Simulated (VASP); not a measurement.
Set up this calculation in VASP 6.6.1, as the native input.

| Quantity | Value |
| --- | --- |
| Task | single point |
| Functional | PBE |
| Dispersion | D4 |
| Potentials or basis | VASP PAW PBE potentials, release 64 (Ag) |
| Cutoff | 520 eV |
| k mesh | 11 × 11 × 11 |
| Occupations | fermi-dirac, width 0.05 eV |
| Spin | no spin polarisation |
| Dipole correction | no |
| Further INCAR settings | ALGO = Normal; EDIFF = 1e-06; NBANDS = 12 |

The structure of Ag lies in POSCAR:

```
Ag
1.0
    0.0000000000      2.0393095767      2.0393095767
    2.0393095767      0.0000000000      2.0393095767
    2.0393095767      2.0393095767      0.0000000000
Ag
1
Direct
    0.0000000000      0.0000000000      0.0000000000
```

These files were run (other wordings do the same):

INCAR

```
ALGO = Normal
EDIFF = 1E-6
ENCUT = 520
GGA = PE
ISIF = 2
ISMEAR = -1
IVDW = 13
LASPH = True
LCHARG = True
LELF = True
LREAL = False
LVHAR = True
LWAVE = False
NBANDS = 12
NELM = 100
PREC = Accurate
SIGMA = 0.05
```

KPOINTS

```
k-points
0
Gamma
  11 11 11
```

Potentials or basis: VASP PAW PBE potentials, release 64 (Ag).

Run with:

```bash
$ cat potpaw_PBE.64/Ag/POTCAR > POTCAR
$ mpirun -np 1 vasp_std > vasp.out
```

It gave:

- Pressure: -0.2 GPa
- Dispersion energy per atom: -0.571 eV

Caveat: pairwise dispersion overbinds metals, which lowers pressure and volume.

Run time: 7.1 s on 1 thread of Intel(R) Xeon(R) Platinum 8488C (Sapphire Rapids), with other jobs on the host, peak memory 0.14 GiB.
